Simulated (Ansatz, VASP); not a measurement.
# One calculation of CdGe3, two programs

Contents of INCAR:

```
PREC = Accurate
ENCUT = 520
EDIFF = 1E-6
ISMEAR = -1
SIGMA = 0.05
LREAL = F
LASPH = T
NELM = 100
ALGO = Normal
ISIF = 2
LWAVE = F
LCHARG = F
GGA = PE
NBANDS = 35
```

File KPOINTS:

```
Automatic mesh
0
Gamma
  9 9 9
```

Contents of POSCAR:

```
CdGe3
1.0
   -2.1561385295      2.1561385295      4.7480595793
    2.1561385295     -2.1561385295      4.7480595793
    2.1561385295      2.1561385295     -4.7480595793
Cd Ge
1 3
Direct
    0.0000000000      0.0000000000      0.0000000000
    0.5000000000      0.5000000000      0.0000000000
    0.2500000000      0.7500000000      0.5000000000
    0.7500000000      0.2500000000      0.5000000000
```

File input.yaml:

```yaml
crystal:
  lattice:
    - [-2.1561385295, 2.1561385295, 4.7480595793]
    - [2.1561385295, -2.1561385295, 4.7480595793]
    - [2.1561385295, 2.1561385295, -4.7480595793]
  atoms:
    - { symbol: Cd, position: [0.0, 0.0, 0.0] }
    - { symbol: Ge, position: [0.5, 0.5, 0.0] }
    - { symbol: Ge, position: [0.25, 0.75, 0.5] }
    - { symbol: Ge, position: [0.75, 0.25, 0.5] }
hamiltonian:
  xc: pbe
  pseudopotentials: { kind: paw }
kpoints:
  mp_grid: { grid: [9, 9, 9] }
scf:
  occupations: { method: fermi_dirac, width: 0.05 }
output:
  forces: true
  stress: true
  eigenvalues: true
  write_density: true
  write_potential: true
  elf: true
  volumetric_format: npy
```

Alike in both runs: task single point; functional PBE; k mesh 9 × 9 × 9; occupations fermi-dirac, width 0.05 eV; no spin polarisation.

|  | VASP | Ansatz |
| --- | --- | --- |
| version | VASP 6.6.1 | Ansatz 0.2.0 |
| potentials or method | VASP PAW PBE potentials, release 64 (Cd, Ge_d) | Ansatz PAW |
| plane-wave cutoff (eV) | 520 | 420 |
| valence electrons in the cell | 54 | 62 |

```csv
,VASP,Ansatz,Ansatz less VASP
gap on the k mesh at the Fermi level (eV),none,none,-
pressure (GPa),-3.4,-3.6,-0.17
"traceless stress, the component that is largest in VASP (GPa)",0.62,0.62,+0.005
```

A gap of «none» marks a metal or a gap that the smearing closes. The functional is the same, so the differences come from potentials, cutoffs and numerics. VASP's potentials hold 54 valence electrons a cell and Ansatz's 62, so a difference there can come from the potentials and not from the codes.
